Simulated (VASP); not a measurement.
Here is a VASP 6.6.1 calculation.

Contents of INCAR:

```
SYSTEM = WF2
PREC = Accurate ; ENCUT = 520
EDIFF = 1E-6 ; ISMEAR = 0
SIGMA = 0.02 ; LREAL = .False.
LASPH = .True. ; NELM = 150
ALGO = Normal ; ISIF = 2
LWAVE = .False. ; LCHARG = .False.
LMAXMIX = 4 ; LDAU = .True.
LDAUTYPE = 2 ; LDAUL = 2 -1
LDAUU = 6.2 0 ; LDAUJ = 0 0
LDAUPRINT = 1 ; GGA = PE
NBANDS = 21
```

The input KPOINTS:

```
Automatic mesh
0
Gamma
  10 10 10
  0 0 0
```

Contents of POSCAR:

```
WF2
1.0
    0.0000000000      2.6797043382      2.6797043382
    2.6797043382      0.0000000000      2.6797043382
    2.6797043382      2.6797043382      0.0000000000
W F
1 2
Direct
    0.0000000000      0.0000000000      0.0000000000
    0.2500000000      0.2500000000      0.2500000000
    0.7500000000      0.7500000000      0.7500000000
```

Potentials or basis: VASP PAW PBE potentials, release 64 (W_sv, F).

The run is started by

```sh
$ cat potpaw_PBE.64/W_sv/POTCAR potpaw_PBE.64/F/POTCAR > POTCAR
$ mpirun -np 1 vasp_std > vasp.out
```

Estimate the band gap on the k mesh.

zero (band 14 reaches 5.89 eV, above the bottom of band 15 at 5.85 eV).

What does it give for the pressure?

0.2 GPa.

Eigenvalues of the final occupation matrices:
```
    site  spin  trace               eigenvalues
site 1 d     1   1.77  0.05 0.05 0.05 0.81 0.81
site 1 d     2   1.77  0.05 0.05 0.05 0.81 0.81
```

Caveat: spin-orbit coupling is left out, which moves the levels of the heavy elements; U without spin polarisation on a metal has little footing.
